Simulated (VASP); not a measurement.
# BTe3 (P1) in VASP: single point with r2SCAN

Aim: the single point of BTe3 with r2SCAN.

All numbers are computed with VASP 6.6.1; they aren't measurements. Logs are shortened: lines on timing, memory, paths and dates and some standing lists are left out, and cuts for length are marked.

### Step 1. The cell of the first run

The typed cell holds 8 atoms: a = 6.749 Å, b = 6.490 Å, c = 7.169 Å, α = 89.76°, β = 88.91°, γ = 120.47°.

### Step 2. Single point, r2SCAN

The input, POSCAR:

```
BTe3
1.0
    6.7482200100      0.0489483600      0.0638113300
   -3.3317202400      5.5695866200      0.0144051200
    0.0683738300      0.0572990100      7.1689246900
Te B
6 2
Direct
    0.3314510000      0.0090170000      0.2642600000
    0.3116690000      0.3178820000      0.7396320000
    0.9653690000      0.3069350000      0.2957470000
    0.6807150000      0.9970670000      0.7543130000
    0.6655760000      0.6528730000      0.2432170000
    0.9876230000      0.6725990000      0.7622760000
    0.3363050000      0.6546480000      0.2477410000
    0.6329230000      0.3326420000      0.7577970000
```

The input, INCAR.step1:

```
  PREC = Accurate
  ENCUT = 520
  ISMEAR = -1
  SIGMA = 0.0859
  LREAL = F
  LASPH = T
  NELM = 100
  NBANDS = 31
  GGA = PE
  ALGO = Normal
  EDIFF = 1E-4
  LWAVE = T
  LCHARG = F
```

The input, INCAR.step2:

```
  PREC = Accurate
  ENCUT = 520
  EDIFF = 1E-6
  ISMEAR = -1
  SIGMA = 0.0859
  LREAL = F
  LASPH = T
  NELM = 100
  ALGO = Normal
  ISIF = 2
  LWAVE = F
  LCHARG = F
  METAGGA = R2SCAN
  LMIXTAU = T
  NBANDS = 31
  ISTART = 1
```

The input, KPOINTS:

```
Automatic mesh
0
Gamma
  3 3 3
  0.5 0 0.5
```

Potentials or basis: VASP PAW PBE potentials, release 64 (Te, B).

On the command line:

```bash
$ cat potpaw_PBE.64/Te/POTCAR potpaw_PBE.64/B/POTCAR > POTCAR
$ cp INCAR.step1 INCAR
$ mpirun -np 1 vasp_std > vasp.out
$ cp INCAR.step2 INCAR
$ mpirun -np 1 vasp_std > vasp.out
```

OUTCAR:

```text
PREC = Accurate
   ENCUT = 520
   EDIFF = 1E-6
   ISMEAR = -1
   LREAL = F
   LASPH = T
   NELM = 100
   ISIF = 2
   METAGGA = R2SCAN
   ISTART = 1

 ion  position               nearest neighbor table
   1  0.331  0.009  0.264-   7 2.32   5 3.60
   2  0.312  0.318  0.740-   8 2.13   6 3.61   4 3.67
   3  0.965  0.307  0.296-   7 2.39
   4  0.681  0.997  0.754-   8 2.36   6 3.63   2 3.67
   5  0.666  0.653  0.243-   7 2.23   1 3.60
   6  0.988  0.673  0.762-   8 2.29   2 3.61   4 3.63
   7  0.336  0.655  0.248-   5 2.23   1 2.32   3 2.39
   8  0.633  0.333  0.758-   2 2.13   6 2.29   4 2.36

  LATTYP: Found a triclinic cell.
 ALAT       =     6.5762089241
 B/A-ratio  =     0.9868997183
 C/A-ratio  =     1.0902147113
 COS(alpha) =     0.0041821858
 COS(beta)  =     0.0236757358
 COS(gamma) =     0.4665236844

  Lattice vectors:

 A1 = (   3.4164997700,   5.6185349800,   0.0782164500)
 A2 = (  -3.3317202400,   5.5695866200,   0.0144051200)
 A3 = (   0.0683738300,   0.0572990100,   7.1689246900)

Analysis of symmetry for initial positions (statically):
=====================================================================
 Subroutine PRICEL returns:
 Original cell was already a primitive cell.

 Routine SETGRP: Setting up the symmetry group for a
 triclinic supercell.

 Subroutine GETGRP returns: Found  1 space group operations
 (whereof  1 operations were pure point group operations)
 out of a pool of  2 trial point group operations.

The static configuration has the point symmetry C_1 .

Analysis of symmetry for dynamics (positions and initial velocities):
=====================================================================
 Subroutine PRICEL returns:
 Original cell was already a primitive cell.

 Routine SETGRP: Setting up the symmetry group for a
 triclinic supercell.

 Subroutine GETGRP returns: Found  1 space group operations
 (whereof  1 operations were pure point group operations)
 out of a pool of  2 trial point group operations.

The dynamic configuration has the point symmetry C_1 .

 Subroutine INISYM returns: Found  1 space group operations
 (whereof  1 operations are pure point group operations),
 and found     1 'primitive' translations

----------------------------------------------------------------------------------------

                                     Primitive cell

  volume of cell :     270.5697

  direct lattice vectors                    reciprocal lattice vectors
     6.748220010  0.048948360  0.063811330     0.147566867  0.088279793 -0.002113017
    -3.331720240  5.569586620  0.014405120    -0.001283406  0.178782471 -0.001416713
     0.068373830  0.057299010  7.168924690    -0.001310929 -0.001145030  0.139512589

  length of vectors
     6.748699218  6.490058735  7.169479714     0.171970250  0.178792690  0.139523446

  position of ions in fractional coordinates (direct lattice)
     0.331451000  0.009017000  0.264260000
     0.311669000  0.317882000  0.739632000
     0.965369000  0.306935000  0.295747000
     0.680715000  0.997067000  0.754313000
     0.665576000  0.652873000  0.243217000
     0.987623000  0.672599000  0.762276000
     0.336305000  0.654648000  0.247741000
     0.632923000  0.332642000  0.757797000

  ion indices of the primitive-cell ions
   primitive index   ion index
                 1           1
                 2           2
                 3           3
                 4           4
                 5           5
                 6           6
                 7           7
                 8           8

----------------------------------------------------------------------------------------

 KPOINTS: Automatic mesh

Automatic generation of k-mesh.
 Grid dimensions read from file:
 generate k-points for:    3    3    3

 Generating k-lattice:

  Cartesian coordinates                     Fractional coordinates (reciprocal lattice)
     0.049188956  0.029426598 -0.000704339     0.333333333  0.000000000  0.000000000
    -0.000427802  0.059594157 -0.000472238     0.000000000  0.333333333 -0.000000000
    -0.000436976 -0.000381677  0.046504196     0.000000000 -0.000000000  0.333333333

  Length of vectors
     0.057323417  0.059597563  0.046507815

  Shift w.r.t. Gamma in fractional coordinates (k-lattice)
     0.500000000  0.000000000  0.500000000

 Subroutine IBZKPT returns following result:
 ===========================================

 Found     14 irreducible k-points:

 Following reciprocal coordinates:
            Coordinates               Weight
  0.166667  0.000000  0.166667      2.000000
  0.500000  0.000000  0.166667      2.000000
 -0.166667  0.000000  0.166667      2.000000
  0.166667  0.333333  0.166667      2.000000
  0.500000  0.333333  0.166667      2.000000
 -0.166667  0.333333  0.166667      2.000000
  0.166667 -0.333333  0.166667      2.000000
  0.500000 -0.333333  0.166667      2.000000
 -0.166667 -0.333333  0.166667      2.000000
  0.166667  0.000000  0.500000      2.000000
  0.500000  0.000000  0.500000      1.000000
  0.166667  0.333333  0.500000      2.000000
  0.500000  0.333333  0.500000      2.000000
 -0.166667  0.333333  0.500000      2.000000
   k-points           NKPTS =     14   k-points in BZ     NKDIM =     14   number of bands    NBANDS=     31
   number of dos      NEDOS =    301   number of ions     NIONS =      8
   total plane-waves  NPLWV = 129600
   dimension x,y,z NGX =    50 NGY =   48 NGZ =   54
   dimension x,y,z NGXF=   100 NGYF=   96 NGZF=  108
   ions per type =               6   2
   NGX,Y,Z   is equivalent  to a cutoff of  12.32, 12.30, 12.52 a.u.
   NGXF,Y,Z  is equivalent  to a cutoff of  24.63, 24.59, 25.04 a.u.
 SYSTEM =  unknown system
   PREC   = accura    normal or accurate (medium, high low for compatibility)
   ISTART =      1    job   : 0-new  1-cont  2-samecut
   ICHARG =      0    charge: 1-file 2-atom 10-const
   ISPIN  =      1    spin polarized calculation?
   LNONCOLLINEAR =      F non collinear calculations
   LSORBIT =      F    spin-orbit coupling
   LASPH  =      T    aspherical Exc in radial PAW
   ENCUT  =  520.0 eV  38.22 Ry    6.18 a.u.  12.55 12.07 13.33*2*pi/ulx,y,z
   NELM   =    100;   NELMIN=  2; NELMDL=  0     # of ELM steps
   EDIFF  = 0.1E-05   stopping-criterion for ELM
   LREAL  =      F    real-space projection
   EDIFFG = 0.1E-04   stopping-criterion for IOM
   NSW    =      0    number of steps for IOM
   IBRION =     -1    ionic relax: 0-MD 1-quasi-New 2-CG
   NFREE  =      0    steps in history (QN), initial steepest desc. (CG)
   ISIF   =      2    stress and relaxation
   ISYM   =      2    0-nonsym 1-usesym 2-fastsym
   POTIM  = 0.5000    time-step for ionic-motion
   TEBEG  =    0.0;   TEEND  =   0.0 temperature during run
   PSTRESS=    0.0 pullay stress
   NELECT =      42.0000    total number of electrons
   NUPDOWN=      -1.0000    fix difference up-down
   EMIN   =  10.00;   EMAX   =-10.00  energy-range for DOS
   EFERMI =   0.00;   METHOD = LEGACY
   ISMEAR =    -1;   SIGMA  =   0.09  broadening in eV -4-tet -1-fermi 0-gaus
   EFERMI_NEDOS =   21; number of points for ismear=-14 and -15
   IALGO  =     38    algorithm
   IMIX   =      4    mixing-type and parameters
     AMIX     =   0.40;   BMIX     =  1.00
     AMIX_MAG =   1.60;   BMIX_MAG =  1.00
  volume/ion in A,a.u.               =      33.82       228.24
  Fermi-wavevector in a.u.,A,eV,Ry     =   0.879829  1.662635 10.532254  0.774099
  Thomas-Fermi vector in A             =   2.000106
   LORBIT       =      0    0 simple, 1 ext, 2 COOP (PROOUT), +10 PAW based schemes
   METAGGA = R2SCAN    functional components
   LHFCALC =     F    Hartree Fock is set to
   AEXX    =    0.0000 exact exchange contribution
   IVDW    =     0    specifies the selected vdW correction
   LEPSILON=     F    determine dielectric tensor
   LRPA    =     F    only Hartree local field effects (RPA)
 non-spin polarized calculation
  energy-cutoff  :      520.00
  volume of cell :      270.57
 maximum number of plane-waves:      7311
   NGX = 25   NGY = 25   NGZ = 27

 number of electron      42.0000000 magnetization

 Free energy of the ion-electron system (eV)
  ---------------------------------------------------
  ext. energy  EPLUGINS =         0.00000000
  ---------------------------------------------------
  free energy    TOTEN  =      -161.61944311 eV

  energy without entropy =     -161.42745385  energy(sigma->0) =     -161.52344848

 E-fermi :   3.0626     XC(G=0):  -8.8006

 val. band max:        3.0437381756   @ k =   0.1667   0.0000   0.1667
 cond. band min:       3.0973395947   @ k =   0.5000   0.0000   0.1667
 fundamental gap:      0.0536014192
 Fermi energy:         3.0625600070

 k-point     1 :       0.1667    0.0000    0.1667
  band No.  band energies     occupation
      1      -9.2292      2.00000
      2      -8.6455      2.00000
      3      -7.5828      2.00000
      4      -7.3891      2.00000
      5      -7.2741      2.00000
      6      -7.1243      2.00000
[... 23 lines left out ...]
     30       8.5081      0.00000
     31       8.6924      0.00000

 k-point     2 :       0.5000    0.0000    0.1667
  band No.  band energies     occupation
      1      -8.7544      2.00000
      2      -8.4379      2.00000
      3      -8.1487      2.00000
      4      -7.7640      2.00000
      5      -7.4543      2.00000
      6      -7.1867      2.00000
[... 23 lines left out ...]
     30       8.4260      0.00000
     31       9.1987      0.00000

 k-point     3 :      -0.1667    0.0000    0.1667
  band No.  band energies     occupation
      1      -9.2215      2.00000
      2      -8.6573      2.00000
      3      -7.6051      2.00000
      4      -7.3544      2.00000
      5      -7.2981      2.00000
      6      -7.1059      2.00000
[... 363 lines left out ...]
     30       8.1830      0.00000
     31       9.0589      0.00000

 k-point    14 :      -0.1667    0.3333    0.5000
  band No.  band energies     occupation
      1      -8.8714      2.00000
      2      -8.7114      2.00000
      3      -7.6234      2.00000
      4      -7.5748      2.00000
      5      -7.4283      2.00000
      6      -7.3717      2.00000
[... 23 lines left out ...]
     30       8.6786      0.00000
     31       8.9378      0.00000

------------------------ aborting loop because EDIFF is reached ----------------------------------------

  FORCE on cell =-STRESS in cart. coord.  units (eV):
  Direction    XX          YY          ZZ          XY          YZ          ZX
  --------------------------------------------------------------------------------------
  -------------------------------------------------------------------------------------
  Total      -10.9628340    -15.3451792     -1.8363647     -0.9061213      0.2843562      0.5176504
  in kB      -64.9163769    -90.8664165    -10.8740261     -5.3655935      1.6838142      3.0652650
  external PRESSURE =     -55.5522732 kB  Pullay stress =       0.0000000 kB

 VOLUME and BASIS-vectors are now :
 -----------------------------------------------------------------------------
  energy-cutoff  :      520.00
  volume of cell :      270.57
      direct lattice vectors                 reciprocal lattice vectors
     6.748220010  0.048948360  0.063811330     0.147566867  0.088279793 -0.002113017
    -3.331720240  5.569586620  0.014405120    -0.001283406  0.178782471 -0.001416713
     0.068373830  0.057299010  7.168924690    -0.001310929 -0.001145030  0.139512589

 POSITION                                       TOTAL-FORCE (eV/Angst)
 -----------------------------------------------------------------------------------
      2.22473      0.08159      1.91574         0.701176     -1.148488     -0.113421
      1.09469      1.82811      5.32683         0.302010      0.164830      0.092991
      5.51212      1.77370      2.18621         0.905919      0.889160     -0.234846
      1.32324      5.62979      5.46541        -1.018652      0.902719     -0.031251
      2.33289      3.68275      1.79548        -1.121172      0.021216     -0.053836
      4.47591      3.83812      5.53741        -0.641310     -0.892516     -0.012902
      0.10530      3.67678      1.80693        -0.520767      0.194799      0.386073
      3.21465      1.92708      5.47777         1.392796     -0.131719     -0.032808
 -----------------------------------------------------------------------------------
    total drift:                               -0.000019     -0.000026      0.000016

  FREE ENERGIE OF THE ION-ELECTRON SYSTEM (eV)
  ---------------------------------------------------
  free  energy   TOTEN  =      -161.6194431144 eV

  energy  without entropy=     -161.4274538537  energy(sigma->0) =     -161.52344848
```

Wall time 8.1 min (1 thread of Intel Xeon Platinum 8259CL at 2.50GHz (Skylake/Cascade Lake), shared host); peak memory 0.39 GiB.

Results:

| Property | Result |
| --- | --- |
| Free energy | -161.6194 eV |
| Pressure | -5.6 GPa |
| Largest force | 1.399 eV/Å |
| Band gap on the k mesh | zero (bands 21 and 22 overlap by 0.48 eV) |

Forces on the atoms (eV/Å):
```
Te   0.701 -1.148 -0.113
Te   0.302  0.165  0.093
Te   0.906  0.889 -0.235
Te  -1.019  0.903 -0.031
Te  -1.121  0.021 -0.054
Te  -0.641 -0.893 -0.013
B   -0.521  0.195  0.386
B    1.393 -0.132 -0.033
```

Levels at points of the mesh, in eV from the Fermi level:
```csv
k point,band 18,band 19,band 20,band 21,band 22,band 23,band 24,band 25
"(0.50, 0.00, 0.50)",-0.99,-0.88,-0.59,-0.30,-0.14,0.08,0.14,2.59
```

Caveat: the k points lie up to 0.36 Å⁻¹ apart; the PAW data sets were made with another functional, which shifts forces and pressure a little; spin-orbit coupling is left out, which moves the levels of the heavy elements.
